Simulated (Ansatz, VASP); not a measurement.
One calculation of Sr4I3, two programs

```
Sr I
1.0
     5.91153    0.00000    0.00000
     0.00000    5.91153    0.00000
     0.00000    0.00000    8.35692
Sr I
4 3
Direct
  0.50000 0.00000 0.74053
  0.00000 0.50000 0.74053
  0.50000 0.00000 0.25947
  0.00000 0.50000 0.25947
  0.00000 0.00000 0.00000
  0.50000 0.50000 0.00000
  0.00000 0.00000 0.50000
```

Change from the starting cell: ordered vacancies on the anion sites of caesium chloride (P4/mmm, No. 123).

Alike in both runs: functional PBE; k mesh 6 × 6 × 6; occupations gaussian, width 0.1 eV; no spin polarisation.

Ansatz relaxed the structure, and its values are those at the end. VASP's run is a single point on that final structure, the one shown.

```csv
,VASP,Ansatz
version,VASP 6.6.1,Ansatz 0.2.0
potentials or method,"VASP PAW PBE potentials, release 64 (Sr_sv, I), cutoff 520 eV","scalar-relativistic, plane waves, PAW"
valence electrons in the cell,61,91
```

|  | VASP | Ansatz | Ansatz less VASP |
| --- | --- | --- | --- |
| gap on the k mesh at the Fermi level (eV) | none | none | - |
| pressure (GPa) | 0.0 | 0.0 | -0.01 |
| rms of the force components (eV/Å) | 0.003 | 0.003 | -0.0002 |

A gap of «none» marks a metal or a gap that the smearing closes. VASP's potentials hold 61 valence electrons a cell and Ansatz's 91, so a difference there can come from the potentials and not from the codes.

Neither program's run includes spin-orbit coupling.
